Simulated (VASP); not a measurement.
# FeSi16 (a cell with a defect) in VASP: single point with r2SCAN

Aim: the single point of FeSi16 (a cell with a defect) with r2SCAN.

Everything below comes from runs of VASP 6.6.1. Logs are shortened: lines on timing, memory, paths and dates and some standing lists are left out, and cuts for length are marked.

**1. The cell of the first run**

The cell holds a defect, 17 atoms: a = 7.679 Å, b = 7.679 Å, c = 7.679 Å, α = 60.00°, β = 60.00°, γ = 60.00°.

**2. Single point, r2SCAN, collinear spin, ferromagnetic start**

Input file POSCAR:

```
FeSi16
1.0
    0.0000000000      5.4300000000      5.4300000000
    5.4300000000      0.0000000000      5.4300000000
    5.4300000000      5.4300000000      0.0000000000
Si Fe
16 1
Direct
   -0.0029994475      0.0003263352      0.0025484346
    0.1230211786      0.1252900552      0.1252920810
   -0.0066818600      0.0045091160      0.4961365562
    0.1171904236      0.1305790055      0.6293725599
   -0.0035141805      0.4989427256      0.0028473297
    0.1266666667      0.6265320442      0.1189123389
    0.0073925414      0.4984763352      0.4927529466
    0.1145641805      0.6226814917      0.6297267956
    0.4973182320     -0.0016981584      0.0062609576
    0.6235329650      0.1260311234      0.1267924494
    0.5076166667      0.0005813076      0.4978557090
    0.6213357274      0.1245009208      0.6330627993
    0.5006649171      0.4995632597     -0.0004770718
    0.6231633517      0.6237983425      0.1261484346
    0.5051378453      0.4971477901      0.4970667587
    0.6407035912      0.6171840700      0.6273024862
    0.2920709024      0.7809239411      0.6444646409
```

Input file INCAR.step1:

```
SYSTEM = FeSi16
PREC     = Accurate       ! precision mode
ENCUT    = 520            ! plane-wave cutoff, eV
ISMEAR   = 0              ! smearing method
SIGMA    = 0.05           ! smearing width, eV
LREAL    = Auto         
LASPH    = .TRUE.         ! aspherical terms in the spheres
NELM     = 150            ! most SCF steps
ISPIN    = 2              ! spin polarisation
MAGMOM   = 0 0 0 0 0 0 0 0 0 0 0 0 0 0 0 0 1.98 ! initial moments
LMAXMIX  = 4              ! l up to which the mixer works
NBANDS   = 54             ! bands
GGA      = PE             ! functional
ALGO     = Normal         ! electronic algorithm
EDIFF    = 1E-4           ! SCF threshold, eV
LWAVE    = .TRUE.         ! write WAVECAR
LCHARG   = .FALSE.        ! write CHGCAR
```

Input file INCAR.step2:

```
SYSTEM = FeSi16
PREC     = Accurate       ! precision mode
ENCUT    = 520            ! plane-wave cutoff, eV
EDIFF    = 1E-6           ! SCF threshold, eV
ISMEAR   = 0              ! smearing method
SIGMA    = 0.05           ! smearing width, eV
LREAL    = Auto         
LASPH    = .TRUE.         ! aspherical terms in the spheres
NELM     = 150            ! most SCF steps
ALGO     = Normal         ! electronic algorithm
ISIF     = 2              ! what is computed and relaxed
LWAVE    = .FALSE.        ! write WAVECAR
LCHARG   = .TRUE.         ! write CHGCAR
ISPIN    = 2              ! spin polarisation
MAGMOM   = 0 0 0 0 0 0 0 0 0 0 0 0 0 0 0 0 1.98 ! initial moments
LORBIT   = 11             ! projections on sites
LMAXMIX  = 4              ! l up to which the mixer works
METAGGA  = R2SCAN         ! meta-GGA
LMIXTAU  = .TRUE.       
LELF     = .TRUE.         ! ELF
LVHAR    = .TRUE.       
NBANDS   = 54             ! bands
ISTART   = 1
```

Input file KPOINTS:

```
Automatic mesh
0
G
  2 2 2
  0 0 0
```

Potentials or basis: VASP PAW PBE potentials, release 64 (Si, Fe).

Launch:

```console
cat potpaw_PBE.64/Si/POTCAR potpaw_PBE.64/Fe/POTCAR > POTCAR
cp INCAR.step1 INCAR
mpirun -np 1 vasp_std > vasp.out
cp INCAR.step2 INCAR
mpirun -np 1 vasp_std > vasp.out
```

OUTCAR:

```text
SYSTEM = FeSi16
   PREC = Accurate
   ENCUT = 520
   EDIFF = 1E-6
   ISMEAR = 0
   LREAL = Auto
   LASPH = .TRUE.
   NELM = 150
   ISIF = 2
   ISPIN = 2
   LORBIT = 11
   METAGGA = R2SCAN
   ISTART = 1

 ion  position               nearest neighbor table
   1  0.997  0.000  0.003-   4 2.34  10 2.34   2 2.34   6 2.34
   2  0.123  0.125  0.125-   3 2.33   5 2.34   1 2.34   9 2.35
   3  0.993  0.005  0.496-   2 2.33  12 2.33   8 2.39   4 2.40  17 2.50
   4  0.117  0.131  0.629-  17 2.29   7 2.31   1 2.34   3 2.40  11 2.45
   5  0.996  0.499  0.003-   8 2.34  14 2.34   2 2.34   6 2.34
   6  0.127  0.627  0.119-   7 2.34   1 2.34   5 2.34  13 2.35  17 2.98
   7  0.007  0.498  0.493-  16 2.30   4 2.31   8 2.31   6 2.34
   8  0.115  0.623  0.630-  17 2.30   7 2.31   5 2.34   3 2.39  15 2.45
   9  0.497  0.998  0.006-  12 2.34   2 2.35  10 2.35  14 2.35
  10  0.624  0.126  0.127-  11 2.33   1 2.34  13 2.34   9 2.35
  11  0.508  0.001  0.498-  10 2.33  12 2.34  16 2.40  17 2.43   4 2.45
  12  0.621  0.125  0.633-   3 2.33  15 2.34  11 2.34   9 2.34
  13  0.501  0.500  1.000-  16 2.34  14 2.34  10 2.34   6 2.35  17 3.11
  14  0.623  0.624  0.126-  15 2.33   5 2.34  13 2.34   9 2.35
  15  0.505  0.497  0.497-  14 2.33  12 2.34  17 2.40  16 2.42   8 2.45
  16  0.641  0.617  0.627-  17 2.28   7 2.30  13 2.34  11 2.40  15 2.42
  17  0.292  0.781  0.644-  16 2.28   4 2.29   8 2.30  15 2.40  11 2.43   3 2.50   6 2.98  13 3.11

  LATTYP: Found a face centered cubic cell.
 ALAT       =    10.8600000000

  Lattice vectors:

 A1 = (   0.0000000000,   5.4300000000,   5.4300000000)
 A2 = (   5.4300000000,   0.0000000000,   5.4300000000)
 A3 = (   5.4300000000,   5.4300000000,   0.0000000000)

Analysis of symmetry for initial positions (statically):
=====================================================================
 Subroutine PRICEL returns:
 Original cell was already a primitive cell.

 Routine SETGRP: Setting up the symmetry group for a
 face centered cubic supercell.

 Subroutine GETGRP returns: Found  1 space group operations
 (whereof  1 operations were pure point group operations)
 out of a pool of 48 trial point group operations.

The static configuration has the point symmetry C_1 .

Analysis of symmetry for dynamics (positions and initial velocities):
=====================================================================
 Subroutine PRICEL returns:
 Original cell was already a primitive cell.

 Routine SETGRP: Setting up the symmetry group for a
 face centered cubic supercell.

 Subroutine GETGRP returns: Found  1 space group operations
 (whereof  1 operations were pure point group operations)
 out of a pool of 48 trial point group operations.

The dynamic configuration has the point symmetry C_1 .

Analysis of structural, dynamic, and magnetic symmetry:
=====================================================================
 Subroutine PRICEL returns:
 Original cell was already a primitive cell.

 Routine SETGRP: Setting up the symmetry group for a
 face centered cubic supercell.

 Subroutine GETGRP returns: Found  1 space group operations
 (whereof  1 operations were pure point group operations)
 out of a pool of 48 trial point group operations.

The overall configuration has the point symmetry C_1 .

 Subroutine INISYM returns: Found  1 space group operations
 (whereof  1 operations are pure point group operations),
 and found     1 'primitive' translations

----------------------------------------------------------------------------------------

                                     Primitive cell

  volume of cell :     320.2060

  direct lattice vectors                    reciprocal lattice vectors
     0.000000000  5.430000000  5.430000000    -0.092081031  0.092081031  0.092081031
     5.430000000  0.000000000  5.430000000     0.092081031 -0.092081031  0.092081031
     5.430000000  5.430000000  0.000000000     0.092081031  0.092081031 -0.092081031

  length of vectors
     7.679179644  7.679179644  7.679179644     0.159489025  0.159489025  0.159489025

  position of ions in fractional coordinates (direct lattice)
     0.997000552  0.000326335  0.002548435
     0.123021179  0.125290055  0.125292081
     0.993318140  0.004509116  0.496136556
     0.117190424  0.130579006  0.629372560
     0.996485820  0.498942726  0.002847330
     0.126666667  0.626532044  0.118912339
[... 9 lines left out ...]
     0.640703591  0.617184070  0.627302486
[... 60 lines left out ...]
   total plane-waves  NPLWV = 216000
   dimension x,y,z NGX =    60 NGY =   60 NGZ =   60
   dimension x,y,z NGXF=   120 NGYF=  120 NGZF=  120
   ions per type =              16   1
   NGX,Y,Z   is equivalent  to a cutoff of  12.99, 12.99, 12.99 a.u.
   NGXF,Y,Z  is equivalent  to a cutoff of  25.98, 25.98, 25.98 a.u.
 SYSTEM =  FeSi16
   PREC   = accura    normal or accurate (medium, high low for compatibility)
   ISTART =      1    job   : 0-new  1-cont  2-samecut
   ICHARG =      0    charge: 1-file 2-atom 10-const
   ISPIN  =      2    spin polarized calculation?
   LNONCOLLINEAR =      F non collinear calculations
   LSORBIT =      F    spin-orbit coupling
   LASPH  =      T    aspherical Exc in radial PAW
   ENCUT  =  520.0 eV  38.22 Ry    6.18 a.u.  14.28 14.28 14.28*2*pi/ulx,y,z
   NELM   =    150;   NELMIN=  2; NELMDL=  0     # of ELM steps
   EDIFF  = 0.1E-05   stopping-criterion for ELM
   LREAL  =      T    real-space projection
   EDIFFG = 0.1E-04   stopping-criterion for IOM
   NSW    =      0    number of steps for IOM
   IBRION =     -1    ionic relax: 0-MD 1-quasi-New 2-CG
   NFREE  =      0    steps in history (QN), initial steepest desc. (CG)
   ISIF   =      2    stress and relaxation
   ISYM   =      2    0-nonsym 1-usesym 2-fastsym
   POTIM  = 0.5000    time-step for ionic-motion
   TEBEG  =    0.0;   TEEND  =   0.0 temperature during run
   PSTRESS=    0.0 pullay stress
   NELECT =      72.0000    total number of electrons
   NUPDOWN=      -1.0000    fix difference up-down
   EMIN   =  10.00;   EMAX   =-10.00  energy-range for DOS
   EFERMI =   0.00;   METHOD = LEGACY
   ISMEAR =     0;   SIGMA  =   0.05  broadening in eV -4-tet -1-fermi 0-gaus
   EFERMI_NEDOS =   21; number of points for ismear=-14 and -15
   IALGO  =     38    algorithm
   IMIX   =      4    mixing-type and parameters
     AMIX     =   0.40;   BMIX     =  1.00
     AMIX_MAG =   1.60;   BMIX_MAG =  1.00
  volume/ion in A,a.u.               =      18.84       127.11
  Fermi-wavevector in a.u.,A,eV,Ry     =   0.995503  1.881228 13.483726  0.991026
  Thomas-Fermi vector in A             =   2.127527
   LORBIT       =     11    0 simple, 1 ext, 2 COOP (PROOUT), +10 PAW based schemes
   METAGGA = R2SCAN    functional components
   LHFCALC =     F    Hartree Fock is set to
   AEXX    =    0.0000 exact exchange contribution
   IVDW    =     0    specifies the selected vdW correction
   LEPSILON=     F    determine dielectric tensor
   LRPA    =     F    only Hartree local field effects (RPA)
 spin polarized calculation
 Gauss-broadening in eV      SIGMA  =   0.05
  energy-cutoff  :      520.00
  volume of cell :      320.21
 maximum number of plane-waves:      8646
 NGX is ok and might be reduce to    60
   NGX = 29   NGY = 29   NGZ = 29

 number of electron      72.0000001 magnetization       2.2500025

 Free energy of the ion-electron system (eV)
  ---------------------------------------------------
  ext. energy  EPLUGINS =         0.00000000
  ---------------------------------------------------
  free energy    TOTEN  =      -151.26398446 eV

  energy without entropy =     -151.25948134  energy(sigma->0) =     -151.26173290

 E-fermi :   6.6540     XC(G=0): -10.1546

 val. band max:        6.5202647716   @ k =   0.5000   0.5000   0.5000
 cond. band min:       6.6566499793   @ k =   0.0000   0.5000   0.5000
 fundamental gap:      0.1363852077
 Fermi energy:         6.6540145479

 spin component 1

 k-point     1 :       0.0000    0.0000    0.0000
  band No.  band energies     occupation
      1      -6.6492      1.00000
      2      -4.2024      1.00000
      3      -4.1574      1.00000
      4      -4.1366      1.00000
      5      -4.1256      1.00000
      6      -2.4292      1.00000
[... 397 lines left out ...]
     47      10.5149      0.00000
     48      10.6433      0.00000
 Fermi energy:         6.6540145479

 spin component 2

 k-point     1 :       0.0000    0.0000    0.0000
  band No.  band energies     occupation
      1      -6.6484      1.00000
      2      -4.1895      1.00000
      3      -4.1679      1.00000
      4      -4.1221      1.00000
      5      -4.1149      1.00000
      6      -2.4369      1.00000
[... 397 lines left out ...]
     47      10.5372      0.00000
     48      10.6567      0.00000
 [bands above 48 left out]

------------------------ aborting loop because EDIFF is reached ----------------------------------------

  FORCE on cell =-STRESS in cart. coord.  units (eV):
  Direction    XX          YY          ZZ          XY          YZ          ZX
  --------------------------------------------------------------------------------------
  -------------------------------------------------------------------------------------
  Total        5.1455691      5.1679056      5.0984450      0.1125627     -0.1183047     -1.3140050
  in kB       25.7462813     25.8580441     25.5104923      0.5632168     -0.5919476     -6.5747327
  external PRESSURE =      25.7049392 kB  Pullay stress =       0.0000000 kB

 VOLUME and BASIS-vectors are now :
 -----------------------------------------------------------------------------
  energy-cutoff  :      520.00
  volume of cell :      320.21
      direct lattice vectors                 reciprocal lattice vectors
     0.000000000  5.430000000  5.430000000    -0.092081031  0.092081031  0.092081031
     5.430000000  0.000000000  5.430000000     0.092081031 -0.092081031  0.092081031
     5.430000000  5.430000000  0.000000000     0.092081031  0.092081031 -0.092081031

 POSITION                                       TOTAL-FORCE (eV/Angst)
 -----------------------------------------------------------------------------------
      0.01561      5.42755      5.41549         0.006413     -0.072425      0.047654
      1.36066      1.34834      1.34833        -0.020825     -0.054580      0.034704
      2.71851      8.08774      5.41820         0.066740     -0.040936     -0.038389
      4.12654      4.05384      1.34539        -0.080383     -0.166200     -0.009939
      2.72472      5.42638      8.12018        -0.043921     -0.073898     -0.002107
      4.04776      1.33349      4.08987        -0.151907     -0.165773      0.164001
[... 9 lines left out ...]
      6.75756      6.88527      6.83033        -0.116988      0.043029      0.147656
      7.73986      5.08539      5.82636         0.544804      0.661290     -0.603774
 -----------------------------------------------------------------------------------
    total drift:                               -0.003656      0.003719      0.004375

  FREE ENERGIE OF THE ION-ELECTRON SYSTEM (eV)
  ---------------------------------------------------
  free  energy   TOTEN  =      -151.2639844650 eV

  energy  without entropy=     -151.2594813414  energy(sigma->0) =     -151.26173290

 total charge

# of ion       s       p       d       tot
------------------------------------------
    1        0.736   0.976   0.000   1.713
    2        0.737   0.980   0.000   1.716
    3        0.726   0.985   0.000   1.711
    4        0.736   0.985   0.000   1.721
    5        0.736   0.977   0.000   1.713
    6        0.729   0.979   0.000   1.708
[... 9 lines left out ...]
   16        0.732   0.999   0.000   1.730
   17        0.425   0.493   6.492   7.409
--------------------------------------------------
tot         12.202  16.135   6.492  34.829

 magnetization (x)

# of ion       s       p       d       tot
------------------------------------------
    1        0.001   0.007   0.000   0.008
    2        0.000   0.008   0.000   0.008
    3       -0.001  -0.010   0.000  -0.011
    4       -0.004   0.021   0.000   0.017
    5        0.002   0.006   0.000   0.008
    6        0.001   0.007   0.000   0.008
[... 9 lines left out ...]
   16       -0.003  -0.003   0.000  -0.005
   17        0.020   0.013   2.121   2.154
--------------------------------------------------
tot         -0.005   0.140   2.121   2.257
```

Wall time 28 min (1 thread of Intel Xeon 6975P-C (Granite Rapids), shared host); peak memory 0.82 GiB.

Results:

* Free energy: -151.2640 eV
* Pressure: 2.6 GPa
* Largest force: 1.048 eV/Å
* Net moment: 2.25 μB per cell
* Site moments: Si +0.01, -0.01, +0.02, -0.00, +0.00 (each value once); Fe +2.15 μB
* Valence electrons inside the program's atomic spheres: Si 1.71, 1.72, 1.70, 1.73 (each value once); Fe 7.41

Forces on the atoms (eV/Å):
```
Si   0.006 -0.072  0.048
Si  -0.021 -0.055  0.035
Si   0.067 -0.041 -0.038
Si  -0.080 -0.166 -0.010
Si  -0.044 -0.074 -0.002
Si  -0.152 -0.166  0.164
Si  -0.217 -0.068  0.222
Si   0.012 -0.152  0.073
Si   0.027  0.030 -0.029
Si   0.002 -0.014  0.047
Si  -0.102  0.069 -0.110
Si   0.085 -0.045 -0.096
Si  -0.059 -0.008  0.067
Si  -0.039 -0.017  0.005
Si   0.086  0.075  0.081
Si  -0.117  0.043  0.148
Fe   0.545  0.661 -0.604
```

Caveat: the k points lie up to 0.50 Å⁻¹ apart; the PAW data sets were made with another functional, which shifts forces and pressure a little.
